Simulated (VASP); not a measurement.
Write the native input for VASP 6.6.1 that does the following.

- Task: single point
- Functional: r2SCAN
- Potentials or basis: VASP PAW PBE potentials, release 64 (Al, N)
- Cutoff: 520 eV
- k mesh: 2 × 2 × 1, shifted
- Occupations: fermi-dirac, width 0.01 eV
- Spin: no spin polarisation
- Dipole correction: no
- Further INCAR settings: ALGO = Normal; EDIFF = 1e-06; NBANDS = 26

AlN (AlN (P6_3mc)):

```xyz
8
Lattice="3.1298 0.0000 0.0000 -1.5649 2.7104 0.0000 0.0000 0.0000 10.0348" Properties=species:S:1:pos:R:3 pbc="T T T"
Al    1.5669    0.9024    2.5088
Al   -0.0019    1.8082    5.0175
Al    1.5669    0.9024    7.5262
Al   -0.0019    1.8082    0.0001
N     1.5521    0.9108    4.4152
N     0.0128    1.7995    1.9065
N     1.5521    0.9108    9.4326
N     0.0128    1.7995    6.9239
```

The input as run:

POSCAR

```
AlN
1.0
    3.1297569551      0.0000000300      0.0000000000
   -1.5648785050      2.7104490149      0.0000000000
    0.0000000000      0.0000000000     10.0348065900
Al N
4 4
Direct
    0.6671048057      0.3329323772      0.2500123903
    0.3329323772      0.6671048057      0.5000123903
    0.6671048057      0.3329323772      0.7500123903
    0.3329323772      0.6671048057      0.0000123903
    0.6639230877      0.3360397294      0.4399876097
    0.3360397294      0.6639230877      0.1899876097
    0.6639230877      0.3360397294      0.9399876097
    0.3360397294      0.6639230877      0.6899876097
```

INCAR.step1

```
SYSTEM = AlN
PREC = Accurate
ENCUT = 520
ISMEAR = -1
SIGMA = 0.01
LREAL = .False.
LASPH = .True.
NELM = 60
NBANDS = 26
GGA = PE
ALGO = Normal
EDIFF = 1E-4
LWAVE = .True.
LCHARG = .False.
```

INCAR.step2

```
SYSTEM = AlN
PREC = Accurate
ENCUT = 520
EDIFF = 1E-6
ISMEAR = -1
SIGMA = 0.01
LREAL = .False.
LASPH = .True.
NELM = 60
ALGO = Normal
ISIF = 2
LWAVE = .False.
LCHARG = .False.
METAGGA = R2SCAN
LMIXTAU = .True.
NBANDS = 26
ISTART = 1
```

KPOINTS

```
Automatic mesh
0
Gamma
  2 2 1
  0.25 0.25 0.25
```

Potentials or basis: VASP PAW PBE potentials, release 64 (Al, N).

Run with:

```bash
$ cat potpaw_PBE.64/Al/POTCAR potpaw_PBE.64/N/POTCAR > POTCAR
$ cp INCAR.step1 INCAR
$ mpirun -np 1 vasp_std > vasp.out
$ cp INCAR.step2 INCAR
$ mpirun -np 1 vasp_std > vasp.out
```

It gave:

- Pressure: -5.4 GPa
- Largest force: 0.214 eV/Å
- Band gap on the k mesh: 6.38 eV

Caveat: the k points lie up to 1.16 Å⁻¹ apart; the PAW data sets were made with another functional, which shifts forces and pressure a little.

It took 47 s on 1 thread of Intel(R) Xeon(R) 6975P-C (Granite Rapids) (shared host), peak memory 0.21 GiB.
